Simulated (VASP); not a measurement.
# GaP (R-3m) in VASP: notebook

Runs on GaP. Level: LDA. Tasks: single point.

Program: VASP 6.6.1. These are calculated values, not measurements. Logs are shortened: lines on timing, memory, paths and dates and some standing lists are left out, and cuts for length are marked.

## (1) The cell of the first run

It takes space group R-3m (No. 166, trigonal). The conventional cell has a = 3.691 Å, b = 3.691 Å, c = 18.383 Å, α = 90.00°, β = 90.00°, γ = 120.00°. Ga (site symmetry 3m) has 3 P at 2.28 Å and 1 Ga at 2.35 Å within 3.0 Å. Within 2.8 Å of P (site symmetry 3m) lie 1 P at 2.13 Å and 3 Ga at 2.28 Å.

## (2) Single point, LDA (18.07 Å³/atom)

File INCAR:

```
SYSTEM = GaP
  PREC = Accurate
  ENCUT = 520
  EDIFF = 1E-6
  ISMEAR = 0
  SIGMA = 0.05
  LREAL = .False.
  LASPH = .True.
  NELM = 100
  ALGO = Normal
  ISIF = 2
  LWAVE = .False.
  LCHARG = .True.
  LELF = .True.
  LVHAR = .True.
  NBANDS = 26
```

File KPOINTS:

```
regular mesh
0
Gamma
  9 9 9
  0 0 0
```

File POSCAR:

```
GaP
1.0
    1.8452723371      1.0653684805      6.1278281662
   -1.8452723371      1.0653684805      6.1278281662
    0.0000000000     -2.1307369611      6.1278281662
Ga P
2 2
Direct
    0.4359784395      0.4359784395      0.4359784395
    0.5640215605      0.5640215605      0.5640215605
    0.0580350955      0.0580350955      0.0580350955
    0.9419649045      0.9419649045      0.9419649045
```

Potentials or basis: VASP PAW LDA potentials, release 64 (Ga_d, P).

Launch:

```
cat potpaw_LDA.64/Ga_d/POTCAR potpaw_LDA.64/P/POTCAR > POTCAR
mpirun -np 1 vasp_std > vasp.out
```

OUTCAR:

```text
SYSTEM = GaP
   PREC = Accurate
   ENCUT = 520
   EDIFF = 1E-6
   ISMEAR = 0
   LREAL = .False.
   LASPH = .True.
   NELM = 100
   ISIF = 2

 ion  position               nearest neighbor table
   1  0.436  0.436  0.436-   3 2.28   3 2.28   3 2.28   2 2.35
   2  0.564  0.564  0.564-   4 2.28   4 2.28   4 2.28   1 2.35
   3  0.058  0.058  0.058-   4 2.13   1 2.28   1 2.28   1 2.28
   4  0.942  0.942  0.942-   3 2.13   2 2.28   2 2.28   2 2.28

  LATTYP: Found a trigonal (rhomboedric) cell.
 ALAT       =     6.4877051437
 COS(alpha) =     0.8382036460

  Lattice vectors:

 A1 = (   1.8452723371,   1.0653684805,   6.1278281662)
 A2 = (  -1.8452723371,   1.0653684805,   6.1278281662)
 A3 = (   0.0000000000,  -2.1307369611,   6.1278281662)

Analysis of symmetry for initial positions (statically):
=====================================================================
 Subroutine PRICEL returns:
 Original cell was already a primitive cell.

 Routine SETGRP: Setting up the symmetry group for a
 trigonal (rhombohedral) supercell.

 Subroutine GETGRP returns: Found 12 space group operations
 (whereof 12 operations were pure point group operations)
 out of a pool of 12 trial point group operations.

The static configuration has the point symmetry D_3d.

Analysis of symmetry for dynamics (positions and initial velocities):
=====================================================================
 Subroutine PRICEL returns:
 Original cell was already a primitive cell.

 Routine SETGRP: Setting up the symmetry group for a
 trigonal (rhombohedral) supercell.

 Subroutine GETGRP returns: Found 12 space group operations
 (whereof 12 operations were pure point group operations)
 out of a pool of 12 trial point group operations.

The dynamic configuration has the point symmetry D_3d.

 Subroutine INISYM returns: Found 12 space group operations
 (whereof 12 operations are pure point group operations),
 and found     1 'primitive' translations

----------------------------------------------------------------------------------------

                                     Primitive cell

  volume of cell :      72.2800

  direct lattice vectors                    reciprocal lattice vectors
     1.845272337  1.065368481  6.127828166     0.270962714  0.156440396  0.054396652
    -1.845272337  1.065368481  6.127828166    -0.270962714  0.156440396  0.054396652
     0.000000000 -2.130736961  6.127828166     0.000000000 -0.312880791  0.054396652

  length of vectors
     6.487705144  6.487705144  6.487705144     0.317574220  0.317574220  0.317574220

  position of ions in fractional coordinates (direct lattice)
     0.435978439  0.435978439  0.435978439
     0.564021561  0.564021561  0.564021561
     0.058035096  0.058035096  0.058035096
     0.941964904  0.941964904  0.941964904

  ion indices of the primitive-cell ions
   primitive index   ion index
                 1           1
                 2           2
                 3           3
                 4           4

----------------------------------------------------------------------------------------

 KPOINTS: regular mesh

Automatic generation of k-mesh.
 Grid dimensions read from file:
 generate k-points for:    9    9    9

 Generating k-lattice:

  Cartesian coordinates                     Fractional coordinates (reciprocal lattice)
     0.030106968  0.017382266  0.006044072     0.111111111 -0.000000000  0.000000000
    -0.030106968  0.017382266  0.006044072    -0.000000000  0.111111111  0.000000000
     0.000000000 -0.034764532  0.006044072     0.000000000  0.000000000  0.111111111

  Length of vectors
     0.035286024  0.035286024  0.035286024

  Shift w.r.t. Gamma in fractional coordinates (k-lattice)
     0.000000000  0.000000000  0.000000000

 Subroutine IBZKPT returns following result:
 ===========================================

 Found     85 irreducible k-points:

 Following reciprocal coordinates:
            Coordinates               Weight
  0.000000  0.000000  0.000000      1.000000
  0.111111  0.000000  0.000000      6.000000
  0.222222  0.000000  0.000000      6.000000
  0.333333 -0.000000  0.000000      6.000000
  0.444444  0.000000  0.000000      6.000000
  0.111111  0.111111  0.000000      6.000000
[... 16 lines left out ...]
 -0.333333  0.333333  0.000000      6.000000
  0.444444  0.444444  0.000000      6.000000
 [... further k-points ...]
   k-points           NKPTS =     85   k-points in BZ     NKDIM =     85   number of bands    NBANDS=     26
   number of dos      NEDOS =    301   number of ions     NIONS =      4
   total plane-waves  NPLWV = 110592
   dimension x,y,z NGX =    48 NGY =   48 NGZ =   48
   dimension x,y,z NGXF=    96 NGYF=   96 NGZF=   96
   ions per type =               2   2
   NGX,Y,Z   is equivalent  to a cutoff of  12.30, 12.30, 12.30 a.u.
   NGXF,Y,Z  is equivalent  to a cutoff of  24.60, 24.60, 24.60 a.u.
 SYSTEM =  GaP
   PREC   = accura    normal or accurate (medium, high low for compatibility)
   ISTART =      0    job   : 0-new  1-cont  2-samecut
   ICHARG =      2    charge: 1-file 2-atom 10-const
   ISPIN  =      1    spin polarized calculation?
   LNONCOLLINEAR =      F non collinear calculations
   LSORBIT =      F    spin-orbit coupling
   LASPH  =      T    aspherical Exc in radial PAW
   ENCUT  =  520.0 eV  38.22 Ry    6.18 a.u.  12.06 12.06 12.06*2*pi/ulx,y,z
   NELM   =    100;   NELMIN=  2; NELMDL= -5     # of ELM steps
   EDIFF  = 0.1E-05   stopping-criterion for ELM
   LREAL  =      F    real-space projection
   EDIFFG = 0.1E-04   stopping-criterion for IOM
   NSW    =      0    number of steps for IOM
   IBRION =     -1    ionic relax: 0-MD 1-quasi-New 2-CG
   NFREE  =      0    steps in history (QN), initial steepest desc. (CG)
   ISIF   =      2    stress and relaxation
   ISYM   =      2    0-nonsym 1-usesym 2-fastsym
   POTIM  = 0.5000    time-step for ionic-motion
   TEBEG  =    0.0;   TEEND  =   0.0 temperature during run
   PSTRESS=    0.0 pullay stress
   NELECT =      36.0000    total number of electrons
   NUPDOWN=      -1.0000    fix difference up-down
   EMIN   =  10.00;   EMAX   =-10.00  energy-range for DOS
   EFERMI =   0.00;   METHOD = LEGACY
   ISMEAR =     0;   SIGMA  =   0.05  broadening in eV -4-tet -1-fermi 0-gaus
   EFERMI_NEDOS =   21; number of points for ismear=-14 and -15
   IALGO  =     38    algorithm
   IMIX   =      4    mixing-type and parameters
     AMIX     =   0.40;   BMIX     =  1.00
     AMIX_MAG =   1.60;   BMIX_MAG =  1.00
  volume/ion in A,a.u.               =      18.07       121.94
  Fermi-wavevector in a.u.,A,eV,Ry     =   1.297686  2.452271 22.912060  1.683989
  Thomas-Fermi vector in A             =   2.429063
   LORBIT       =      0    0 simple, 1 ext, 2 COOP (PROOUT), +10 PAW based schemes
   GGA     = CA    functional components
   LHFCALC =     F    Hartree Fock is set to
   AEXX    =    0.0000 exact exchange contribution
   IVDW    =     0    specifies the selected vdW correction
   LEPSILON=     F    determine dielectric tensor
   LRPA    =     F    only Hartree local field effects (RPA)
 non-spin polarized calculation
 Gauss-broadening in eV      SIGMA  =   0.05
  energy-cutoff  :      520.00
  volume of cell :       72.28
 maximum number of plane-waves:      1966
   NGX = 25   NGY = 25   NGZ = 25

 number of electron      35.9999993 magnetization

 Free energy of the ion-electron system (eV)
  ---------------------------------------------------
  ext. energy  EPLUGINS =         0.00000000
  ---------------------------------------------------
  free energy    TOTEN  =       -20.24802643 eV

  energy without entropy =      -20.24802643  energy(sigma->0) =      -20.24802643

 E-fermi :   6.3174     XC(G=0): -10.6822

 val. band max:        6.0722236245   @ k =   0.0000   0.0000   0.0000
 cond. band min:       6.7049905212   @ k =  -0.4444  -0.4444   0.1111
 fundamental gap:      0.6327668967
 Fermi energy:         6.3174068556

 k-point     1 :       0.0000    0.0000    0.0000
  band No.  band energies     occupation
      1      -9.2090      2.00000
      2      -9.0145      2.00000
      3      -9.0145      2.00000
      4      -8.9899      2.00000
      5      -8.9899      2.00000
      6      -8.9114      2.00000
[... 18 lines left out ...]
     25      10.3397      0.00000
     26      14.4994      0.00000

 k-point     2 :       0.1111    0.0000    0.0000
  band No.  band energies     occupation
      1      -9.2044      2.00000
      2      -9.0468      2.00000
      3      -9.0125      2.00000
      4      -9.0029      2.00000
      5      -8.9815      2.00000
      6      -8.9159      2.00000
[... 18 lines left out ...]
     25      10.8428      0.00000
     26      14.2472      0.00000

 k-point     3 :       0.2222    0.0000    0.0000
  band No.  band energies     occupation
      1      -9.1955      2.00000
      2      -9.1048      2.00000
      3      -9.0295      2.00000
      4      -9.0088      2.00000
      5      -8.9605      2.00000
      6      -8.9270      2.00000
[... 18 lines left out ...]
     25      12.0973      0.00000
     26      13.5578      0.00000

 k-point     4 :       0.3333   -0.0000    0.0000
  band No.  band energies     occupation
      1      -9.1934      2.00000
      2      -9.1469      2.00000
      3      -9.0522      2.00000
      4      -9.0063      2.00000
      5      -8.9399      2.00000
      6      -8.9366      2.00000
[... 18 lines left out ...]
     25      13.2794      0.00000
     26      13.5741      0.00000
[... 496 lines left out ...]
      1      -9.1852      2.00000
      2      -9.1402      2.00000
      3      -9.0858      2.00000
      4      -9.0049      2.00000
      5      -8.9706      2.00000
      6      -8.9021      2.00000
[... 18 lines left out ...]
     25      14.2756      0.00000
     26      15.0561      0.00000

 k-point    23 :      -0.3333    0.3333    0.0000
  band No.  band energies     occupation
      1      -9.1879      2.00000
      2      -9.1437      2.00000
      3      -9.0817      2.00000
      4      -8.9910      2.00000
      5      -8.9885      2.00000
      6      -8.8873      2.00000
[... 18 lines left out ...]
     25      13.7544      0.00000
     26      14.2911      0.00000

 k-point    24 :       0.4444    0.4444    0.0000
  band No.  band energies     occupation
      1      -9.1946      2.00000
      2      -9.1261      2.00000
      3      -9.0951      2.00000
      4      -9.0144      2.00000
      5      -8.9490      2.00000
      6      -8.9188      2.00000
[... 18 lines left out ...]
     25      15.5230      0.00000
     26      16.3884      0.00000

 [... further k-points ...]
[... 5 lines left out ...]
  --------------------------------------------------------------------------------------
  -------------------------------------------------------------------------------------
  Total        3.7649469      3.7649469      4.1419545      0.0000000     -0.0000000      0.0000000
  in kB       83.4547955     83.4547955     91.8116431      0.0000000     -0.0000000      0.0000000
  external PRESSURE =      86.2404113 kB  Pullay stress =       0.0000000 kB

 VOLUME and BASIS-vectors are now :
 -----------------------------------------------------------------------------
  energy-cutoff  :      520.00
  volume of cell :       72.28
      direct lattice vectors                 reciprocal lattice vectors
     1.845272337  1.065368481  6.127828166     0.270962714  0.156440396  0.054396652
    -1.845272337  1.065368481  6.127828166    -0.270962714  0.156440396  0.054396652
     0.000000000 -2.130736961  6.127828166     0.000000000 -0.312880791  0.054396652

 POSITION                                       TOTAL-FORCE (eV/Angst)
 -----------------------------------------------------------------------------------
      0.00000     -0.00000      8.01480         0.000000     -0.000000      0.084711
      0.00000     -0.00000     10.36868         0.000000      0.000000     -0.084711
      0.00000     -0.00000      1.06689         0.000000     -0.000000      0.149035
      0.00000     -0.00000     17.31660         0.000000      0.000000     -0.149035
 -----------------------------------------------------------------------------------
    total drift:                                0.000000      0.000000      0.000000

  FREE ENERGIE OF THE ION-ELECTRON SYSTEM (eV)
  ---------------------------------------------------
  free  energy   TOTEN  =       -20.2480264268 eV

  energy  without entropy=      -20.2480264268  energy(sigma->0) =      -20.24802643
```

It took 6.6 min on 1 thread of Intel Xeon 8259CL, shared host; peak memory 0.34 GiB.

Results:

- Free energy: -20.2480 eV
- Pressure: 8.6 GPa
- Largest force: 0.149 eV/Å
- Band gap on the k mesh: 0.63 eV (least direct gap 1.35 eV)

Forces on the atoms (eV/Å):
```
Ga   0.000  0.000  0.085
Ga   0.000  0.000 -0.085
P    0.000  0.000  0.149
P    0.000  0.000 -0.149
```

Stress tensor (GPa, compression positive):
```
8.35 0.00 0.00
0.00 8.35 0.00
0.00 0.00 9.18
```

Caveat: the cell stands under pressure; an odd mesh through Γ misses points on the zone boundary, where band edges can lie.

[end of part 1 of 3]
